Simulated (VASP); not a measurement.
# Te2Mo in VASP: further runs

The runs below take Te2Mo through single point, with LDA.

All numbers are computed with VASP 6.6.1; they aren't measurements. Logs are shortened: lines on timing, memory, paths and dates and some standing lists are left out, and cuts for length are marked.

### 1 The cell of the first run

The cell holds a slab with vacuum, 3 atoms: a = 3.467 Å, b = 3.467 Å, c = 17.783 Å, α = 90.00°, β = 90.00°, γ = 120.00°.

### 2 Single point, LDA

The input, INCAR:

```
SYSTEM = Te2Mo
PREC     = Accurate       ! precision mode
ENCUT    = 500            ! plane-wave cutoff, eV
EDIFF    = 1E-6           ! SCF threshold, eV
ISMEAR   = 0              ! smearing method
SIGMA    = 0.02           ! smearing width, eV
LREAL    = .False.        ! projectors in reciprocal space
LASPH    = .True.         ! aspherical terms in the spheres
NELM     = 120            ! most SCF steps
ALGO     = Normal         ! electronic algorithm
ISIF     = 2              ! what is computed and relaxed
LWAVE    = .False.        ! write WAVECAR
LCHARG   = .False.        ! write CHGCAR
GGA      = CA             ! functional
NBANDS   = 20             ! bands
GGA_COMPAT= .False.
```

The input, KPOINTS:

```
Automatic mesh
0
Gamma
  12 12 2
  0 0 0
```

The input, POSCAR:

```
Te2Mo
1.0
    3.4665480208      0.0000000000      0.0000000000
   -1.7332740104      3.0021186495      0.0000000000
    0.0000000000      0.0000000000     17.7826084972
Te Mo
2 1
Direct
    0.3333333333      0.6666666667      0.8990353849
    0.3333333333      0.6666666667      0.1009646151
    0.0000000000      0.0000000000      0.0000000000
```

Potentials or basis: VASP PAW LDA potentials, release 64 (Te, Mo_sv).

On the command line:

```sh
$ cat potpaw_LDA.64/Te/POTCAR potpaw_LDA.64/Mo_sv/POTCAR > POTCAR
$ mpirun -np 1 vasp_std > vasp.out
```

OUTCAR:

```text
SYSTEM = Te2Mo
   PREC = Accurate
   ENCUT = 500
   EDIFF = 1E-6
   ISMEAR = 0
   LREAL = .False.
   LASPH = .True.
   NELM = 120
   ISIF = 2
   GGA = CA

 ion  position               nearest neighbor table
   1  0.333  0.667  0.899-   3 2.69   3 2.69   3 2.69   2 3.59
   2  0.333  0.667  0.101-   3 2.69   3 2.69   3 2.69   1 3.59
   3  0.000  0.000  0.000-   1 2.69   2 2.69   1 2.69   2 2.69   1 2.69   2 2.69

  LATTYP: Found a hexagonal cell.
 ALAT       =     3.4665480208
 C/A-ratio  =     5.1297741703

  Lattice vectors:

 A1 = (   3.4665480208,   0.0000000000,   0.0000000000)
 A2 = (  -1.7332740104,   3.0021186495,   0.0000000000)
 A3 = (   0.0000000000,   0.0000000000,  17.7826084972)

Analysis of symmetry for initial positions (statically):
=====================================================================
 Subroutine PRICEL returns:
 Original cell was already a primitive cell.

 Routine SETGRP: Setting up the symmetry group for a
 hexagonal supercell.

 Subroutine GETGRP returns: Found 12 space group operations
 (whereof 12 operations were pure point group operations)
 out of a pool of 24 trial point group operations.

The static configuration has the point symmetry D_3h.

Analysis of symmetry for dynamics (positions and initial velocities):
=====================================================================
 Subroutine PRICEL returns:
 Original cell was already a primitive cell.

 Routine SETGRP: Setting up the symmetry group for a
 hexagonal supercell.

 Subroutine GETGRP returns: Found 12 space group operations
 (whereof 12 operations were pure point group operations)
 out of a pool of 24 trial point group operations.

The dynamic configuration has the point symmetry D_3h.

 Subroutine INISYM returns: Found 12 space group operations
 (whereof 12 operations are pure point group operations),
 and found     1 'primitive' translations

----------------------------------------------------------------------------------------

                                     Primitive cell

  volume of cell :     185.0634

  direct lattice vectors                    reciprocal lattice vectors
     3.466548021  0.000000000  0.000000000     0.288471411  0.166549047  0.000000000
    -1.733274010  3.002118649  0.000000000     0.000000000  0.333098094  0.000000000
     0.000000000  0.000000000 17.782608497     0.000000000  0.000000000  0.056234719

  length of vectors
     3.466548021  3.466548021 17.782608497     0.333098094  0.333098094  0.056234719

  position of ions in fractional coordinates (direct lattice)
     0.333333333  0.666666667  0.899035385
     0.333333333  0.666666667  0.100964615
     0.000000000  0.000000000  0.000000000

  ion indices of the primitive-cell ions
   primitive index   ion index
                 1           1
                 2           2
                 3           3

----------------------------------------------------------------------------------------

 KPOINTS: Automatic mesh

Automatic generation of k-mesh.
 Grid dimensions read from file:
 generate k-points for:   12   12    2

 Generating k-lattice:

  Cartesian coordinates                     Fractional coordinates (reciprocal lattice)
     0.024039284  0.013879087  0.000000000     0.083333333  0.000000000  0.000000000
     0.000000000  0.027758174  0.000000000     0.000000000  0.083333333  0.000000000
     0.000000000  0.000000000  0.028117360     0.000000000  0.000000000  0.500000000

  Length of vectors
     0.027758174  0.027758174  0.028117360

  Shift w.r.t. Gamma in fractional coordinates (k-lattice)
     0.000000000  0.000000000  0.000000000

 Subroutine IBZKPT returns following result:
 ===========================================

 Found     38 irreducible k-points:

 Following reciprocal coordinates:
            Coordinates               Weight
  0.000000  0.000000  0.000000      1.000000
  0.083333  0.000000  0.000000      6.000000
  0.166667  0.000000  0.000000      6.000000
  0.250000  0.000000  0.000000      6.000000
  0.333333  0.000000  0.000000      6.000000
  0.416667 -0.000000  0.000000      6.000000
[... 16 lines left out ...]
  0.250000  0.000000  0.500000      6.000000
  0.333333  0.000000  0.500000      6.000000
 [... further k-points ...]
   k-points           NKPTS =     38   k-points in BZ     NKDIM =     38   number of bands    NBANDS=     20
   number of dos      NEDOS =    301   number of ions     NIONS =      3
   total plane-waves  NPLWV = 109760
   dimension x,y,z NGX =    28 NGY =   28 NGZ =  140
   dimension x,y,z NGXF=    56 NGYF=   56 NGZF=  280
   ions per type =               2   1
   NGX,Y,Z   is equivalent  to a cutoff of  13.43, 13.43, 13.09 a.u.
   NGXF,Y,Z  is equivalent  to a cutoff of  26.86, 26.86, 26.18 a.u.
 SYSTEM =  Te2Mo
   PREC   = accura    normal or accurate (medium, high low for compatibility)
   ISTART =      0    job   : 0-new  1-cont  2-samecut
   ICHARG =      2    charge: 1-file 2-atom 10-const
   ISPIN  =      1    spin polarized calculation?
   LNONCOLLINEAR =      F non collinear calculations
   LSORBIT =      F    spin-orbit coupling
   LASPH  =      T    aspherical Exc in radial PAW
   ENCUT  =  500.0 eV  36.75 Ry    6.06 a.u.   6.32  6.32 32.42*2*pi/ulx,y,z
   NELM   =    120;   NELMIN=  2; NELMDL= -5     # of ELM steps
   EDIFF  = 0.1E-05   stopping-criterion for ELM
   LREAL  =      F    real-space projection
   EDIFFG = 0.1E-04   stopping-criterion for IOM
   NSW    =      0    number of steps for IOM
   IBRION =     -1    ionic relax: 0-MD 1-quasi-New 2-CG
   NFREE  =      0    steps in history (QN), initial steepest desc. (CG)
   ISIF   =      2    stress and relaxation
   ISYM   =      2    0-nonsym 1-usesym 2-fastsym
   POTIM  = 0.5000    time-step for ionic-motion
   TEBEG  =    0.0;   TEEND  =   0.0 temperature during run
   PSTRESS=    0.0 pullay stress
   NELECT =      26.0000    total number of electrons
   NUPDOWN=      -1.0000    fix difference up-down
   EMIN   =  10.00;   EMAX   =-10.00  energy-range for DOS
   EFERMI =   0.00;   METHOD = LEGACY
   ISMEAR =     0;   SIGMA  =   0.02  broadening in eV -4-tet -1-fermi 0-gaus
   EFERMI_NEDOS =   21; number of points for ismear=-14 and -15
   IALGO  =     38    algorithm
   IMIX   =      4    mixing-type and parameters
     AMIX     =   0.40;   BMIX     =  1.00
     AMIX_MAG =   1.60;   BMIX_MAG =  1.00
  volume/ion in A,a.u.               =      61.69       416.29
  Fermi-wavevector in a.u.,A,eV,Ry     =   0.851058  1.608266  9.854693  0.724300
  Thomas-Fermi vector in A             =   1.967132
   LORBIT       =      0    0 simple, 1 ext, 2 COOP (PROOUT), +10 PAW based schemes
   GGA     = CA    functional components
   LHFCALC =     F    Hartree Fock is set to
   AEXX    =    0.0000 exact exchange contribution
   IVDW    =     0    specifies the selected vdW correction
   LEPSILON=     F    determine dielectric tensor
   LRPA    =     F    only Hartree local field effects (RPA)
 non-spin polarized calculation
 Gauss-broadening in eV      SIGMA  =   0.02
  energy-cutoff  :      500.00
  volume of cell :      185.06
 maximum number of plane-waves:      4733
 NGX is ok and might be reduce to    28
   NGX = 13   NGY = 13   NGZ = 65

 number of electron      26.0000003 magnetization

 Free energy of the ion-electron system (eV)
  ---------------------------------------------------
  ext. energy  EPLUGINS =         0.00000000
  ---------------------------------------------------
  free energy    TOTEN  =       -20.47177320 eV

  energy without entropy =      -20.47177320  energy(sigma->0) =      -20.47177320

 E-fermi :   0.2202     XC(G=0):  -4.8768

 val. band max:        0.0995425268   @ k =   0.3333   0.3333   0.5000
 cond. band min:       1.3410094680   @ k =   0.3333   0.3333   0.0000
 fundamental gap:      1.2414669412
 Fermi energy:         0.2201602295

 k-point     1 :       0.0000    0.0000    0.0000
  band No.  band energies     occupation
      1     -60.1241      2.00000
      2     -34.5213      2.00000
      3     -34.3407      2.00000
      4     -34.3407      2.00000
      5     -12.7708      2.00000
      6     -11.7748      2.00000
[... 12 lines left out ...]
     19       4.8913      0.00000
     20       5.7978      0.00000

 k-point     2 :       0.0833    0.0000    0.0000
  band No.  band energies     occupation
      1     -60.1232      2.00000
      2     -34.5188      2.00000
      3     -34.3514      2.00000
      4     -34.3431      2.00000
      5     -12.6671      2.00000
      6     -11.7035      2.00000
[... 12 lines left out ...]
     19       5.0144      0.00000
     20       5.9516      0.00000

 k-point     3 :       0.1667    0.0000    0.0000
  band No.  band energies     occupation
      1     -60.1209      2.00000
      2     -34.5122      2.00000
      3     -34.3806      2.00000
      4     -34.3499      2.00000
      5     -12.3651      2.00000
      6     -11.4961      2.00000
[... 12 lines left out ...]
     19       5.3667      0.00000
     20       6.2668      0.00000

 k-point     4 :       0.2500    0.0000    0.0000
  band No.  band energies     occupation
      1     -60.1178      2.00000
      2     -34.5031      2.00000
      3     -34.4203      2.00000
      4     -34.3591      2.00000
      5     -11.8962      2.00000
      6     -11.1759      2.00000
[... 12 lines left out ...]
     19       5.8966      0.00000
     20       6.6856      0.00000

 k-point     5 :       0.3333    0.0000    0.0000
  band No.  band energies     occupation
      1     -60.1146      2.00000
      2     -34.4940      2.00000
      3     -34.4597      2.00000
      4     -34.3683      2.00000
      5     -11.3278      2.00000
      6     -10.7958      2.00000
[... 12 lines left out ...]
     19       6.1096      0.00000
     20       6.2686      0.00000
[... 353 lines left out ...]
      6     -11.7035      2.00000
[... 12 lines left out ...]
     19       4.8304      0.00000
     20       6.2301      0.00000

 k-point    22 :       0.1667    0.0000    0.5000
  band No.  band energies     occupation
      1     -60.1209      2.00000
      2     -34.5122      2.00000
      3     -34.3806      2.00000
      4     -34.3499      2.00000
      5     -12.3651      2.00000
      6     -11.4961      2.00000
[... 12 lines left out ...]
     19       5.1835      0.00000
     20       6.5669      0.00000

 k-point    23 :       0.2500    0.0000    0.5000
  band No.  band energies     occupation
      1     -60.1178      2.00000
      2     -34.5031      2.00000
      3     -34.4203      2.00000
      4     -34.3591      2.00000
      5     -11.8962      2.00000
      6     -11.1759      2.00000
[... 12 lines left out ...]
     19       5.7335      0.00000
     20       7.0042      0.00000

 k-point    24 :       0.3333    0.0000    0.5000
  band No.  band energies     occupation
      1     -60.1146      2.00000
      2     -34.4940      2.00000
      3     -34.4597      2.00000
      4     -34.3683      2.00000
      5     -11.3278      2.00000
      6     -10.7958      2.00000
[... 12 lines left out ...]
     19       6.1278      0.00000
     20       6.2278      0.00000

 [... further k-points ...]
[... 5 lines left out ...]
  --------------------------------------------------------------------------------------
  -------------------------------------------------------------------------------------
  Total        0.1037223      0.1037223      0.1679446      0.0000000      0.0000000      0.0000000
  in kB        0.8979711      0.8979711      1.4539722      0.0000000      0.0000000      0.0000000
  external PRESSURE =       1.0833048 kB  Pullay stress =       0.0000000 kB

 VOLUME and BASIS-vectors are now :
 -----------------------------------------------------------------------------
  energy-cutoff  :      500.00
  volume of cell :      185.06
      direct lattice vectors                 reciprocal lattice vectors
     3.466548021  0.000000000  0.000000000     0.288471411  0.166549047  0.000000000
    -1.733274010  3.002118649  0.000000000     0.000000000  0.333098094  0.000000000
     0.000000000  0.000000000 17.782608497     0.000000000  0.000000000  0.056234719

 POSITION                                       TOTAL-FORCE (eV/Angst)
 -----------------------------------------------------------------------------------
     -0.00000      2.00141     15.98719         0.000000      0.000000     -0.049984
     -0.00000      2.00141      1.79541        -0.000000      0.000000      0.049984
      0.00000      0.00000      0.00000         0.000000     -0.000000     -0.000000
 -----------------------------------------------------------------------------------
    total drift:                                0.000000     -0.000000     -0.000000

  FREE ENERGIE OF THE ION-ELECTRON SYSTEM (eV)
  ---------------------------------------------------
  free  energy   TOTEN  =       -20.4717731978 eV

  energy  without entropy=      -20.4717731978  energy(sigma->0) =      -20.47177320
```

It took 5.5 min on 1 thread of Intel Xeon 8259CL, shared host; peak memory 0.33 GiB.

Results:

```yaml
Free_energy: -20.4718 eV
Largest_force: 0.050 eV/Å
Band_gap_on_the_k_mesh: 1.24 eV
```

Forces in eV/Å, atoms in the order of the input:
```
Te   0.000  0.000 -0.050
Te   0.000  0.000  0.050
Mo   0.000  0.000  0.000
```

Levels at points of the mesh, in eV from the valence-band top:
| k point | band 10 | band 11 | band 12 | band 13 | band 14 | band 15 | band 16 | band 17 |
| --- | --- | --- | --- | --- | --- | --- | --- | --- |
| (0.00, 0.00, 0.00) | -1.65 | -0.82 | -0.82 | -0.59 | 3.37 | 3.37 | 3.69 | 3.69 |
| (0.50, 0.00, 0.00) | -2.32 | -1.68 | -0.76 | -0.14 | 1.59 | 1.88 | 3.44 | 3.93 |
| (0.00, 0.00, 0.50) | -1.65 | -0.82 | -0.82 | -0.59 | 3.37 | 3.37 | 3.69 | 3.69 |
| (0.50, 0.00, 0.50) | -2.32 | -1.68 | -0.76 | -0.14 | 1.59 | 1.88 | 3.44 | 3.93 |

Caveat: spin-orbit coupling is left out, which moves the levels of the heavy elements.

[end of part 1 of 3]
